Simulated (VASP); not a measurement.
# TaIr2PtAu3 in VASP: further runs

Runs on TaIr2PtAu3. Level: PBE. Tasks: single point.

Everything below comes from runs of VASP 6.6.1. Logs are shortened: lines on timing, memory, paths and dates and some standing lists are left out, and cuts for length are marked.

### 1 The cell of the first run

The structure is tetragonal, space group P4mm (No. 99). The conventional cell has a = 3.919 Å, b = 3.919 Å, c = 8.163 Å, α = 90.00°, β = 90.00°, γ = 90.00°. Within 3.4 Å of Ta (site symmetry 4mm) lie 4 Ir at 2.55 Å and 4 Au at 2.89 Å. Ir (site symmetry 2mm) has 2 Ta at 2.55 Å and 4 Ir at 2.77 Å and 2 Pt at 2.81 Å and 2 Au at 2.95 Å within 3.4 Å. Within 3.7 Å of Pt (site symmetry 4mm) lie 8 Au at 2.78 to 3.08 Å and 4 Ir at 2.81 Å. Au (site symmetry 4mm) has 4 Pt at 2.78 Å and 8 Au at 2.94 to 3.92 Å and 4 Ir at 2.95 Å and 1 Ta at 3.84 Å within 4.0 Å. Within 4.0 Å of Au (site symmetry 2mm) lie 10 Au at 2.77 to 3.92 Å and 2 Ta at 2.89 Å and 2 Pt at 3.08 Å and 1 Ir at 3.77 Å.

### 2 Single point, PBE

INCAR reads:

```
SYSTEM = TaIr2PtAu3
  PREC = Accurate
  ENCUT = 520
  EDIFF = 1E-6
  ISMEAR = 0
  SIGMA = 0.2
  LREAL = .False.
  LASPH = .True.
  NELM = 100
  ALGO = Fast
  ISIF = 2
  LWAVE = .False.
  LCHARG = .False.
  GGA = PE
  NBANDS = 45
```

KPOINTS reads:

```
regular mesh
0
Gamma
  6 6 4
  0 0 0
```

POSCAR reads:

```
TaIr2PtAu3
1.0
    3.9192467469      0.0000000000      0.0000000000
    0.0000000000      3.9192467469      0.0000000000
    0.0000000000      0.0000000000      8.1630176285
Ta Ir Pt Au
1 2 1 3
Direct
    0.0000000000      0.0000000000      0.9264451437
    0.5000000000      1.0000000000      0.1272562562
    0.0000000000      0.5000000000      0.1272562562
    0.5000000000      0.5000000000      0.3743250760
    1.0000000000      0.0000000000      0.3973403367
    0.5000000000      1.0000000000      0.6655767956
    0.0000000000      0.5000000000      0.6655767956
```

Potentials or basis: VASP PAW PBE potentials, release 64 (Ta_pv, Ir, Pt, Au).

Started as:

```sh
cat potpaw_PBE.64/Ta_pv/POTCAR potpaw_PBE.64/Ir/POTCAR potpaw_PBE.64/Pt/POTCAR potpaw_PBE.64/Au/POTCAR > POTCAR
mpirun -np 1 vasp_std > vasp.out
```

OUTCAR:

```text
SYSTEM = TaIr2PtAu3
   PREC = Accurate
   ENCUT = 520
   EDIFF = 1E-6
   ISMEAR = 0
   LREAL = .False.
   LASPH = .True.
   NELM = 100
   ISIF = 2
   GGA = PE

 ion  position               nearest neighbor table
   1  0.000  0.000  0.926-   2 2.55   3 2.55   3 2.55   2 2.55   6 2.89   7 2.89   7 2.89   6 2.89

   2  0.500  0.000  0.127-   1 2.55   1 2.55   3 2.77   3 2.77   3 2.77   3 2.77   4 2.81   4 2.81
                             5 2.95   5 2.95
   3  0.000  0.500  0.127-   1 2.55   1 2.55   2 2.77   2 2.77   2 2.77   2 2.77   4 2.81   4 2.81
                             5 2.95   5 2.95
   4  0.500  0.500  0.374-   5 2.78   5 2.78   5 2.78   5 2.78   3 2.81   3 2.81   2 2.81   2 2.81
                             6 3.08   7 3.08   7 3.08   6 3.08
   5  0.000  0.000  0.397-   4 2.78   4 2.78   4 2.78   4 2.78   7 2.94   7 2.94   6 2.94   6 2.94
                             2 2.95   3 2.95   3 2.95   2 2.95
   6  0.500  0.000  0.666-   7 2.77   7 2.77   7 2.77   7 2.77   1 2.89   1 2.89   5 2.94   5 2.94
                             4 3.08   4 3.08
   7  0.000  0.500  0.666-   6 2.77   6 2.77   6 2.77   6 2.77   1 2.89   1 2.89   5 2.94   5 2.94
                             4 3.08   4 3.08

  LATTYP: Found a simple tetragonal cell.
 ALAT       =     3.9192467469
 C/A-ratio  =     2.0828026801

  Lattice vectors:

 A1 = (   3.9192467469,   0.0000000000,   0.0000000000)
 A2 = (   0.0000000000,   3.9192467469,   0.0000000000)
 A3 = (   0.0000000000,   0.0000000000,   8.1630176285)

Analysis of symmetry for initial positions (statically):
=====================================================================
 Subroutine PRICEL returns:
 Original cell was already a primitive cell.

 Routine SETGRP: Setting up the symmetry group for a
 simple tetragonal supercell.

 Subroutine GETGRP returns: Found  8 space group operations
 (whereof  8 operations were pure point group operations)
 out of a pool of 16 trial point group operations.

The static configuration has the point symmetry C_4v.

Analysis of symmetry for dynamics (positions and initial velocities):
=====================================================================
 Subroutine PRICEL returns:
 Original cell was already a primitive cell.

 Routine SETGRP: Setting up the symmetry group for a
 simple tetragonal supercell.

 Subroutine GETGRP returns: Found  8 space group operations
 (whereof  8 operations were pure point group operations)
 out of a pool of 16 trial point group operations.

The dynamic configuration has the point symmetry C_4v.

 Subroutine INISYM returns: Found  8 space group operations
 (whereof  8 operations are pure point group operations),
 and found     1 'primitive' translations

----------------------------------------------------------------------------------------

                                     Primitive cell

  volume of cell :     125.3880

  direct lattice vectors                    reciprocal lattice vectors
     3.919246747  0.000000000  0.000000000     0.255151070  0.000000000  0.000000000
     0.000000000  3.919246747  0.000000000     0.000000000  0.255151070  0.000000000
     0.000000000  0.000000000  8.163017629     0.000000000  0.000000000  0.122503717

  length of vectors
     3.919246747  3.919246747  8.163017629     0.255151070  0.255151070  0.122503717

  position of ions in fractional coordinates (direct lattice)
     0.000000000  0.000000000  0.926445144
     0.500000000  0.000000000  0.127256256
     0.000000000  0.500000000  0.127256256
     0.500000000  0.500000000  0.374325076
     0.000000000  0.000000000  0.397340337
     0.500000000  0.000000000  0.665576796
     0.000000000  0.500000000  0.665576796

  ion indices of the primitive-cell ions
   primitive index   ion index
                 1           1
                 2           2
                 3           3
                 4           4
                 5           5
                 6           6
                 7           7

----------------------------------------------------------------------------------------

 KPOINTS: regular mesh

Automatic generation of k-mesh.
 Grid dimensions read from file:
 generate k-points for:    6    6    4

 Generating k-lattice:

  Cartesian coordinates                     Fractional coordinates (reciprocal lattice)
     0.042525178  0.000000000  0.000000000     0.166666667  0.000000000  0.000000000
     0.000000000  0.042525178  0.000000000     0.000000000  0.166666667  0.000000000
     0.000000000  0.000000000  0.030625929     0.000000000  0.000000000  0.250000000

  Length of vectors
     0.042525178  0.042525178  0.030625929

  Shift w.r.t. Gamma in fractional coordinates (k-lattice)
     0.000000000  0.000000000  0.000000000

 Subroutine IBZKPT returns following result:
 ===========================================

 Found     30 irreducible k-points:

 Following reciprocal coordinates:
            Coordinates               Weight
  0.000000  0.000000  0.000000      1.000000
  0.166667  0.000000  0.000000      4.000000
  0.333333  0.000000  0.000000      4.000000
  0.500000  0.000000  0.000000      2.000000
  0.166667  0.166667  0.000000      4.000000
  0.333333  0.166667  0.000000      8.000000
[... 16 lines left out ...]
  0.333333  0.000000  0.500000      4.000000
  0.500000  0.000000  0.500000      2.000000
 [... further k-points ...]
   k-points           NKPTS =     30   k-points in BZ     NKDIM =     30   number of bands    NBANDS=     45
   number of dos      NEDOS =    301   number of ions     NIONS =      7
   total plane-waves  NPLWV =  57600
   dimension x,y,z NGX =    30 NGY =   30 NGZ =   64
   dimension x,y,z NGXF=    60 NGYF=   60 NGZF=  128
   ions per type =               1   2   1   3
   NGX,Y,Z   is equivalent  to a cutoff of  12.73, 12.73, 13.03 a.u.
   NGXF,Y,Z  is equivalent  to a cutoff of  25.45, 25.45, 26.07 a.u.
 SYSTEM =  TaIr2PtAu3
   PREC   = accura    normal or accurate (medium, high low for compatibility)
   ISTART =      0    job   : 0-new  1-cont  2-samecut
   ICHARG =      2    charge: 1-file 2-atom 10-const
   ISPIN  =      1    spin polarized calculation?
   LNONCOLLINEAR =      F non collinear calculations
   LSORBIT =      F    spin-orbit coupling
   LASPH  =      T    aspherical Exc in radial PAW
   ENCUT  =  520.0 eV  38.22 Ry    6.18 a.u.   7.29  7.29 15.18*2*pi/ulx,y,z
   NELM   =    100;   NELMIN=  2; NELMDL= -5     # of ELM steps
   EDIFF  = 0.1E-05   stopping-criterion for ELM
   LREAL  =      F    real-space projection
   EDIFFG = 0.1E-04   stopping-criterion for IOM
   NSW    =      0    number of steps for IOM
   IBRION =     -1    ionic relax: 0-MD 1-quasi-New 2-CG
   NFREE  =      0    steps in history (QN), initial steepest desc. (CG)
   ISIF   =      2    stress and relaxation
   ISYM   =      2    0-nonsym 1-usesym 2-fastsym
   POTIM  = 0.5000    time-step for ionic-motion
   TEBEG  =    0.0;   TEEND  =   0.0 temperature during run
   PSTRESS=    0.0 pullay stress
   NELECT =      72.0000    total number of electrons
   NUPDOWN=      -1.0000    fix difference up-down
   EMIN   =  10.00;   EMAX   =-10.00  energy-range for DOS
   EFERMI =   0.00;   METHOD = LEGACY
   ISMEAR =     0;   SIGMA  =   0.20  broadening in eV -4-tet -1-fermi 0-gaus
   EFERMI_NEDOS =   21; number of points for ismear=-14 and -15
   IALGO  =     68    algorithm
   IMIX   =      4    mixing-type and parameters
     AMIX     =   0.40;   BMIX     =  1.00
     AMIX_MAG =   1.60;   BMIX_MAG =  1.00
  volume/ion in A,a.u.               =      17.91       120.88
  Fermi-wavevector in a.u.,A,eV,Ry     =   1.360715  2.571378 25.191785  1.851544
  Thomas-Fermi vector in A             =   2.487353
   LORBIT       =      0    0 simple, 1 ext, 2 COOP (PROOUT), +10 PAW based schemes
   GGA     = PE    functional components
   LHFCALC =     F    Hartree Fock is set to
   AEXX    =    0.0000 exact exchange contribution
   IVDW    =     0    specifies the selected vdW correction
   LEPSILON=     F    determine dielectric tensor
   LRPA    =     F    only Hartree local field effects (RPA)
 non-spin polarized calculation
 RMM-DIIS sequential band-by-band and
 Gauss-broadening in eV      SIGMA  =   0.20
  energy-cutoff  :      520.00
  volume of cell :      125.39
 maximum number of plane-waves:      3408
 NGX is ok and might be reduce to    30
   NGX = 15   NGY = 15   NGZ = 31

 number of electron      72.0000000 magnetization

 Free energy of the ion-electron system (eV)
  ---------------------------------------------------
  ext. energy  EPLUGINS =         0.00000000
  ---------------------------------------------------
  free energy    TOTEN  =       -45.17720612 eV

  energy without entropy =      -45.10799403  energy(sigma->0) =      -45.14260008

 E-fermi :   7.8708     XC(G=0): -12.3891

 val. band max:        7.7858202090   @ k =   0.1667   0.0000   0.5000
 cond. band min:       7.8756676719   @ k =   0.5000   0.3333   0.5000
 fundamental gap:      0.0898474629
 Fermi energy:         7.8708469001

 k-point     1 :       0.0000    0.0000    0.0000
  band No.  band energies     occupation
      1     -27.1716      2.00000
      2     -27.1014      2.00000
      3     -27.1014      2.00000
      4      -1.4883      2.00000
      5       0.3682      2.00000
      6       0.8421      2.00000
[... 37 lines left out ...]
     44      11.5976      0.00000
     45      14.3239      0.00000

 k-point     2 :       0.1667    0.0000    0.0000
  band No.  band energies     occupation
      1     -27.1697      2.00000
      2     -27.1076      2.00000
      3     -27.1011      2.00000
      4      -1.1307      2.00000
      5       0.6590      2.00000
      6       1.0988      2.00000
[... 37 lines left out ...]
     44      11.9968      0.00000
     45      13.8496      0.00000

 k-point     3 :       0.3333    0.0000    0.0000
  band No.  band energies     occupation
      1     -27.1659      2.00000
      2     -27.1198      2.00000
      3     -27.1003      2.00000
      4      -0.1512      2.00000
      5       1.3874      2.00000
      6       1.7222      2.00000
[... 997 lines left out ...]
     44      11.3795      0.00000
     45      13.2862      0.00000

 k-point    24 :       0.5000    0.0000    0.5000
  band No.  band energies     occupation
      1     -27.1640      2.00000
      2     -27.1259      2.00000
      3     -27.0999      2.00000
      4       1.1827      2.00000
      5       1.5292      2.00000
      6       1.6070      2.00000
[... 37 lines left out ...]
     44      11.9627      0.00000
     45      13.1308      0.00000

 [... further k-points ...]

------------------------ aborting loop because EDIFF is reached ----------------------------------------

  FORCE on cell =-STRESS in cart. coord.  units (eV):
  Direction    XX          YY          ZZ          XY          YZ          ZX
  --------------------------------------------------------------------------------------
  -------------------------------------------------------------------------------------
  Total       -0.1332786     -0.1332786      0.2012785      0.0000000      0.0000000      0.0000000
  in kB       -1.7030017     -1.7030017      2.5718872      0.0000000      0.0000000      0.0000000
  external PRESSURE =      -0.2780388 kB  Pullay stress =       0.0000000 kB

 VOLUME and BASIS-vectors are now :
 -----------------------------------------------------------------------------
  energy-cutoff  :      520.00
  volume of cell :      125.39
      direct lattice vectors                 reciprocal lattice vectors
     3.919246747  0.000000000  0.000000000     0.255151070  0.000000000  0.000000000
     0.000000000  3.919246747  0.000000000     0.000000000  0.255151070  0.000000000
     0.000000000  0.000000000  8.163017629     0.000000000  0.000000000  0.122503717

 POSITION                                       TOTAL-FORCE (eV/Angst)
 -----------------------------------------------------------------------------------
      0.00000      0.00000      7.56259        -0.000000     -0.000000      0.046324
      1.95962      0.00000      1.03880        -0.000000     -0.000000     -0.018743
      0.00000      1.95962      1.03880        -0.000000     -0.000000     -0.018743
      1.95962      1.95962      3.05562         0.000000      0.000000      0.037395
      0.00000      0.00000      3.24350        -0.000000     -0.000000     -0.012061
      1.95962      0.00000      5.43312        -0.000000     -0.000000     -0.017086
      0.00000      1.95962      5.43312        -0.000000     -0.000000     -0.017086
 -----------------------------------------------------------------------------------
    total drift:                                0.000000      0.000000      0.001111

  FREE ENERGIE OF THE ION-ELECTRON SYSTEM (eV)
  ---------------------------------------------------
  free  energy   TOTEN  =       -45.1772061186 eV

  energy  without entropy=      -45.1079940332  energy(sigma->0) =      -45.14260008
```

Wall time 6.9 min (1 thread of Intel Xeon 8259CL, shared host); peak memory 0.35 GiB.

What came out:

```
Free energy            : -45.1772 eV
Pressure               : 0.0 GPa
Largest force          : 0.046 eV/Å
Band gap on the k mesh : zero (bands 36 and 37 overlap by 1.76 eV)
```

Forces in eV/Å, atoms in the order of the input:
```
Ta   0.000  0.000  0.046
Ir   0.000  0.000 -0.019
Ir   0.000  0.000 -0.019
Pt   0.000  0.000  0.037
Au   0.000  0.000 -0.012
Au   0.000  0.000 -0.017
Au   0.000  0.000 -0.017
```

Levels at points of the mesh, in eV from the Fermi level:
| k point | band 32 | band 33 | band 34 | band 35 | band 36 | band 37 | band 38 | band 39 | band 40 | band 41 |
| --- | --- | --- | --- | --- | --- | --- | --- | --- | --- | --- |
| (0.00, 0.00, 0.00) | -0.29 | -0.29 | -0.09 | 0.27 | 1.23 | 1.85 | 1.87 | 1.89 | 2.12 | 2.12 |
| (0.50, 0.00, 0.00) | -1.98 | -1.74 | -1.56 | -1.26 | -0.78 | -0.40 | -0.10 | 1.06 | 2.07 | 2.38 |
| (0.50, 0.50, 0.00) | -0.98 | -0.39 | 0.09 | 0.10 | 0.11 | 0.48 | 0.48 | 0.52 | 0.56 | 0.56 |
| (0.00, 0.00, 0.50) | -0.65 | -0.48 | -0.48 | -0.09 | 0.28 | 0.90 | 0.90 | 1.78 | 1.85 | 1.86 |
| (0.50, 0.00, 0.50) | -1.95 | -1.49 | -1.38 | -1.24 | -0.87 | -0.52 | 0.82 | 1.03 | 2.17 | 2.38 |
| (0.50, 0.50, 0.50) | -1.29 | -1.29 | -1.27 | 0.10 | 0.50 | 0.50 | 0.72 | 0.72 | 1.11 | 1.15 |

Caveat: spin-orbit coupling is left out, which moves the levels of the heavy elements.

### 3 Single point, PBE (15.76 Å³/atom)

This run uses another cell than the first one, of 15.76 Å³/atom.

INCAR reads:

```
SYSTEM = TaIr2PtAu3
PREC = Accurate
ENCUT = 520
EDIFF = 1E-6
ISMEAR = 0
SIGMA = 0.1
LREAL = .FALSE.
LASPH = .TRUE.
NELM = 60
ALGO = Fast
ISIF = 2
LWAVE = .FALSE.
LCHARG = .FALSE.
GGA = PE
NBANDS = 45
```

KPOINTS reads:

```
regular mesh
0
G
  8 8 4
  0 0 0
```

POSCAR reads:

```
TaIr2PtAu3
1.0
    3.7792937718      0.0000000000      0.0000000000
    0.0000000000      3.7792937718      0.0000000000
    0.0000000000      0.0000000000      7.7253349089
Ta Ir Pt Au
1 2 1 3
Direct
    0.0000000000      0.0000000000      0.9170332094
    0.5000000000      0.0000000000      0.1273017060
    0.0000000000      0.5000000000      0.1273017060
    0.5000000000      0.5000000000      0.3838403366
    0.0000000000      0.0000000000      0.3968694481
    0.5000000000      0.0000000000      0.6657151270
    0.0000000000      0.5000000000      0.6657151270
```

Potentials or basis: VASP PAW PBE potentials, release 64 (Ta_pv, Ir, Pt, Au).

Started as:

```sh
cat potpaw_PBE.64/Ta_pv/POTCAR potpaw_PBE.64/Ir/POTCAR potpaw_PBE.64/Pt/POTCAR potpaw_PBE.64/Au/POTCAR > POTCAR
mpirun -np 1 vasp_std > vasp.out
```

It took 9.4 min on 1 thread of Intel Xeon 8259CL, shared host; peak memory 0.37 GiB.

Results (log left out):

```yaml
Free_energy: -43.8241 eV
Pressure: 31.6 GPa
Largest_force: 0.082 eV/Å
Band_gap_on_the_k_mesh: zero (bands 36 and 37 overlap by 2.39 eV)
```

Forces on the atoms (eV/Å):
```
Ta   0.000  0.000 -0.082
Ir   0.000  0.000  0.051
Ir   0.000  0.000  0.051
Pt   0.000  0.000  0.012
Au   0.000  0.000  0.016
Au   0.000  0.000 -0.024
Au   0.000  0.000 -0.024
```

Levels at points of the mesh, in eV from the Fermi level:
```
           k point  band 33  band 34  band 35  band 36  band 37  band 38  band 39  band 40
(0.00, 0.00, 0.00)    -0.28     0.01     0.46     1.68     1.96     2.13     2.34     2.49
(0.50, 0.00, 0.00)    -2.15    -1.73    -1.46    -0.83    -0.49     0.08     1.31     2.19
(0.50, 0.50, 0.00)    -0.48    -0.03     0.12     0.13     0.30     0.30     0.47     0.61
(0.00, 0.00, 0.50)    -0.60    -0.32     0.01     0.46     0.76     0.76     1.93     1.94
(0.50, 0.00, 0.50)    -1.58    -1.50    -1.42    -1.05    -0.72     1.28     1.37     2.38
(0.50, 0.50, 0.50)    -1.43    -1.43     0.14     0.52     0.52     0.64     0.64     1.32
```

Caveat: the cell stands under pressure; spin-orbit coupling is left out, which moves the levels of the heavy elements.

### 4 Single point, PBE

INCAR reads:

```
  ALGO = Fast
  EDIFF = 1E-7
  ENCUT = 520
  GGA = PE
  ISIF = 2
  ISMEAR = 0
  LASPH = T
  LCHARG = F
  LREAL = F
  LWAVE = F
  NBANDS = 45
  NELM = 100
  PREC = Accurate
  SIGMA = 0.1
```

KPOINTS reads:

```
k-points
0
Gamma
  8 8 4
```

POSCAR reads:

```
TaIr2PtAu3
1.0
    3.9192467469      0.0000000000      0.0000000000
    0.0000000000      3.9192467469      0.0000000000
    0.0000000000      0.0000000000      8.1630176285
Ta Ir Pt Au
1 2 1 3
Direct
    0.0000000000      0.0000000000      0.9264451437
    0.5000000000      0.0000000000      0.1272562562
    0.0000000000      0.5000000000      0.1272562562
    0.5000000000      0.5000000000      0.3743250760
    0.0000000000      0.0000000000      0.3973403367
    0.5000000000      0.0000000000      0.6655767956
    0.0000000000      0.5000000000      0.6655767956
```

Started as:

```sh
cat potpaw_PBE.64/Ta_pv/POTCAR potpaw_PBE.64/Ir/POTCAR potpaw_PBE.64/Pt/POTCAR potpaw_PBE.64/Au/POTCAR > POTCAR
mpirun -np 1 vasp_std > vasp.out
```

Wall time 14 min (1 thread of Intel Xeon 8259CL, shared host); peak memory 0.42 GiB.

The run converged. Its results:

```
Free energy            : -45.1129 eV
Pressure               : -0.1 GPa
Largest force          : 0.036 eV/Å
Band gap on the k mesh : zero (bands 36 and 37 overlap by 1.77 eV)
```

Forces on the atoms (eV/Å):
```
Ta   0.000  0.000 -0.036
Ir   0.000  0.000  0.021
Ir   0.000  0.000  0.021
Pt   0.000  0.000  0.008
Au   0.000  0.000  0.012
Au   0.000  0.000 -0.013
Au   0.000  0.000 -0.013
```

Levels at points of the mesh, in eV from the Fermi level:
```csv
k point,band 34,band 35,band 36,band 37,band 38,band 39
"(0.00, 0.00, 0.00)",-0.05,0.32,1.29,1.89,1.92,1.94
"(0.50, 0.00, 0.00)",-1.51,-1.22,-0.73,-0.36,-0.05,1.11
"(0.50, 0.50, 0.00)",0.13,0.15,0.16,0.54,0.54,0.58
"(0.00, 0.00, 0.50)",-0.43,-0.05,0.33,0.95,0.95,1.82
"(0.50, 0.00, 0.50)",-1.34,-1.19,-0.83,-0.48,0.87,1.08
"(0.50, 0.50, 0.50)",-1.21,0.14,0.56,0.56,0.77,0.77
```

Caveat: spin-orbit coupling is left out, which moves the levels of the heavy elements.

(Continued in part 2 of 2.)
